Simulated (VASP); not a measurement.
# C (Fd-3m) in VASP: notebook, part 2 of 2

VASP 6.6.1. Earlier steps stand in the parts before.

### Step 3. Relaxation of cell and atoms, r2SCAN

This run uses another cell than the first one, of 5.67 Å³/atom, 1.006 times its volume.

Contents of POSCAR:

```
C
1.0
    0.0000000000      1.7834000000      1.7834000000
    1.7834000000      0.0000000000      1.7834000000
    1.7834000000      1.7834000000      0.0000000000
C
2
Direct
    0.5000000000      0.5000000000      0.5000000000
    0.7500000000      0.7500000000      0.7500000000
```

Contents of INCAR.step1:

```
PREC = Accurate ; ENCUT = 600
ISMEAR = 0 ; SIGMA = 0.02
LREAL = False ; LASPH = True
NELM = 80 ; GGA = PE
ALGO = Normal ; EDIFF = 1E-4
LWAVE = True ; LCHARG = False
```

Contents of INCAR.step2:

```
PREC = Accurate ; ENCUT = 600
EDIFF = 1E-6 ; ISMEAR = 0
SIGMA = 0.02 ; LREAL = False
LASPH = True ; NELM = 80
ALGO = Normal ; ISIF = 3
LWAVE = False ; LCHARG = False
METAGGA = R2SCAN ; LMIXTAU = True
IBRION = 2 ; NSW = 100
EDIFFG = -0.005 ; ISTART = 1
```

Contents of KPOINTS:

```
regular mesh
0
Gamma
  12 12 12
```

Potentials or basis: VASP PAW PBE potentials, release 64 (C).

Started as:

```
$ cat potpaw_PBE.64/C/POTCAR > POTCAR
$ cp INCAR.step1 INCAR
$ mpirun -np 1 vasp_std > vasp.out
$ cp INCAR.step2 INCAR
$ mpirun -np 1 vasp_std > vasp.out
```

OUTCAR:

```text
PREC = Accurate
   ENCUT = 600
   EDIFF = 1E-6
   ISMEAR = 0
   LREAL = False
   LASPH = True
   NELM = 80
   ISIF = 3
   METAGGA = R2SCAN
   IBRION = 2
   NSW = 100
   EDIFFG = -0.005
   ISTART = 1

 ion  position               nearest neighbor table
   1  0.500  0.500  0.500-   2 1.54   2 1.54   2 1.54   2 1.54
   2  0.750  0.750  0.750-   1 1.54   1 1.54   1 1.54   1 1.54

  LATTYP: Found a face centered cubic cell.
 ALAT       =     3.5668000000

  Lattice vectors:

 A1 = (   0.0000000000,   1.7834000000,   1.7834000000)
 A2 = (   1.7834000000,   0.0000000000,   1.7834000000)
 A3 = (   1.7834000000,   1.7834000000,   0.0000000000)

Analysis of symmetry for initial positions (statically):
=====================================================================
 Subroutine PRICEL returns:
 Original cell was already a primitive cell.

 Routine SETGRP: Setting up the symmetry group for a
 face centered cubic supercell.

 Subroutine GETGRP returns: Found 48 space group operations
 (whereof 24 operations were pure point group operations)
 out of a pool of 48 trial point group operations.

The static configuration has the point symmetry T_d .
 The point group associated with its full space group is O_h .

[... 168 lines left out ...]
  --------------------------------------------------------------------------------------
  -------------------------------------------------------------------------------------
  Total       -0.1496163     -0.1496163     -0.1496163     -0.0000000      0.0000000     -0.0000000
  in kB      -21.1306702    -21.1306702    -21.1306702     -0.0000000      0.0000000     -0.0000000
  external PRESSURE =     -21.1306702 kB  Pullay stress =       0.0000000 kB
[... 23 lines left out ...]
--------------------------------------- Ionic step        2  -------------------------------------------

 number of electron       7.9999999 magnetization

 E-fermi :  10.0207     XC(G=0): -14.3168

 val. band max:        9.8688836211   @ k =   0.0000   0.0000   0.0000
 cond. band min:      14.2370602262   @ k =   0.3333   0.3333   0.0000
 fundamental gap:      4.3681766051
 Fermi energy:        10.0206986678

 k-point     1 :       0.0000    0.0000    0.0000
  band No.  band energies     occupation
      1     -12.9759      2.00000
      2       9.8689      2.00000
      3       9.8689      2.00000
      4       9.8689      2.00000
      5      15.7340      0.00000
      6      15.7340      0.00000
      7      15.7340      0.00000
      8      23.9460      0.00000
[... 288 lines left out ...]
--------------------------------------- Ionic step        3  -------------------------------------------

 number of electron       7.9999999 magnetization

 Free energy of the ion-electron system (eV)
  ---------------------------------------------------
  ext. energy  EPLUGINS =         0.00000000
  ---------------------------------------------------
  free energy    TOTEN  =       -19.66437503 eV

  energy without entropy =      -19.66437503  energy(sigma->0) =      -19.66437503

 E-fermi :   9.9144     XC(G=0): -14.2834

 val. band max:        9.7799805644   @ k =   0.0000   0.0000   0.0000
 cond. band min:      14.1339629744   @ k =   0.3333   0.3333   0.0000
 fundamental gap:      4.3539824101
 Fermi energy:         9.9144327518

 k-point     1 :       0.0000    0.0000    0.0000
  band No.  band energies     occupation
      1     -12.9801      2.00000
      2       9.7800      2.00000
      3       9.7800      2.00000
      4       9.7800      2.00000
      5      15.6286      0.00000
      6      15.6286      0.00000
      7      15.6286      0.00000
      8      23.7108      0.00000
[... 282 lines left out ...]
  FREE ENERGIE OF THE ION-ELECTRON SYSTEM (eV)
  ---------------------------------------------------
  free  energy   TOTEN  =       -19.6643750281 eV

  energy  without entropy=      -19.6643750281  energy(sigma->0) =      -19.66437503

 reached required accuracy - stopping structural energy minimisation
```

OSZICAR.step1:

```text
N       E                     dE             d eps       ncg     rms          rms(c)
DAV:   1     0.196681788635E+01    0.19668E+01   -0.55062E+03  1240   0.108E+03
DAV:   2    -0.187013184690E+02   -0.20668E+02   -0.19319E+02  1880   0.122E+02
DAV:   3    -0.188274214652E+02   -0.12610E+00   -0.12610E+00  1224   0.122E+01
DAV:   4    -0.188276100781E+02   -0.18861E-03   -0.18861E-03  1648   0.485E-01
DAV:   5    -0.188276101244E+02   -0.46282E-07   -0.46282E-07  1136   0.600E-03    0.553E+00
DAV:   6    -0.183496303554E+02    0.47798E+00   -0.36595E-01  1192   0.484E+00    0.331E+00
DAV:   7    -0.181888022519E+02    0.16083E+00   -0.40402E-01  1360   0.520E+00    0.757E-01
DAV:   8    -0.181900673850E+02   -0.12651E-02   -0.18408E-03  1216   0.507E-01    0.463E-02
DAV:   9    -0.181900836204E+02   -0.16235E-04   -0.12997E-04  1640   0.102E-01
   1 F= -.18190084E+02 E0= -.18190084E+02  d E =-.171842E-45
```

It took 73 s on 1 thread of AMD EPYC 7R43 (Zen 3), shared host; peak memory 0.08 GiB.

Results:

```yaml
Free_energy: -19.6644 eV
Relaxed_volume: 5.65 Å³/atom
Relaxed_cell: a = 2.518 Å, b = 2.518 Å, c = 2.518 Å, α = 60.00°, β = 60.00°, γ = 60.00°
Space_group_after_relaxing_to_0.05_Å: Fd-3m (No. 227)
Energy_gained_by_relaxing: 0.2 meV/atom
Ionic_steps: 3
Pressure_after_relaxing: 0.0 GPa
Band_gap_on_the_k_mesh: 4.35 eV, indirect (least direct gap 5.85 eV)
```

The path:
```csv
step,energy change (eV),largest force (eV/Å),pressure (GPa),volume (Å³)
1,0.0000,0.0000,-2.11,11.34
2,0.0002,0.0000,2.76,11.22
3,-0.0004,0.0000,-0.03,11.29
```

Final structure:
```yaml
crystal:
  lattice:
    - [0.00000, 1.78056, 1.78056]
    - [1.78056, 0.00000, 1.78056]
    - [1.78056, 1.78056, 0.00000]
  atoms:
    - { symbol: C, position: [0.50000, 0.50000, 0.50000] }
    - { symbol: C, position: [0.75000, 0.75000, 0.75000] }
```

Levels at points of the mesh, in eV from the valence-band top:
| k point | band 2 | band 3 | band 4 | band 5 | band 6 | band 7 |
| --- | --- | --- | --- | --- | --- | --- |
| (0.00, 0.00, 0.00) | 0.00 | 0.00 | 0.00 | 5.85 | 5.85 | 5.85 |
| (0.50, 0.00, 0.00) | -14.10 | -2.99 | -2.99 | 8.90 | 8.90 | 9.19 |
| (0.50, 0.50, 0.00) | -13.62 | -6.69 | -6.69 | 5.01 | 5.01 | 17.95 |

Caveat: the PAW data sets were made with another functional, which shifts forces and pressure a little. A k mesh can miss the band edges.
